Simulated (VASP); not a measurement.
Runs of VASP 6.6.1 on ZnS. The structure is that of space group F-43m (No. 216), or close to it. The cells are those of the table. 

```csv
task,cell,gap on the mesh (eV),pressure (GPa),largest force (eV/Å)
electric field gradients,"a = 3.825 Å, angles 60.0°, 2 atoms",(c),-2.0,-
single point,"a = 3.844, b = 3.844, c = 3.825 Å, angles 60.2, 60.2, 59.7°, 2 atoms",1.91,-2.7,-
single point,"a = 3.864 Å, angles 58.7°, 2 atoms",1.92,-1.9,0.15
electric field gradients,"a = 3.760 Å, angles 60.0°, 2 atoms",2.19,2.0,-
electric field gradients,"a = 3.768, b = 3.768, c = 3.710 Å, angles 60.5, 60.5, 59.0°, 2 atoms",2.19,2.9,-
electric field gradients,"a = 3.883, b = 3.883, c = 3.825 Å, angles 60.5, 60.5, 59.0°, 2 atoms",1.80,(d),-
electric field gradients,"a = 3.900 Å, angles 60.0°, 2 atoms",1.72,(b),-
electric field gradients,"a = 3.883, b = 3.883, c = 3.940 Å, angles 59.5, 59.5, 61.0°, 2 atoms",1.65,-5.6,-
single point,"a = 3.773 Å, angles 60.0°, 2 atoms",2.14,1.1,-
single point,"a = 3.787, b = 3.787, c = 3.748 Å, angles 60.3, 60.3, 59.3°, 2 atoms",2.11,1.1,-
single point,"a = 3.806 Å, angles 60.7°, 2 atoms",1.93,-2.0,(a)
electric field gradients,"a = 3.864 Å, angles 58.7°, 2 atoms",1.92,-1.9,0.15
```

Alike in all rows: level PBEsol; potentials or basis VASP PAW PBE potentials, release 64 (Zn, S); no spin polarisation; k mesh 8 × 8 × 8; cutoff (eV) 520; smearing fermi-dirac 0.01 eV.

Question: Estimate the missing entries.

Answer: (a) 0.09; (b) -5.5; (c) 1.97; (d) -3.9.

Caveats: the PAW data sets were made with another functional, which shifts forces and pressure a little.

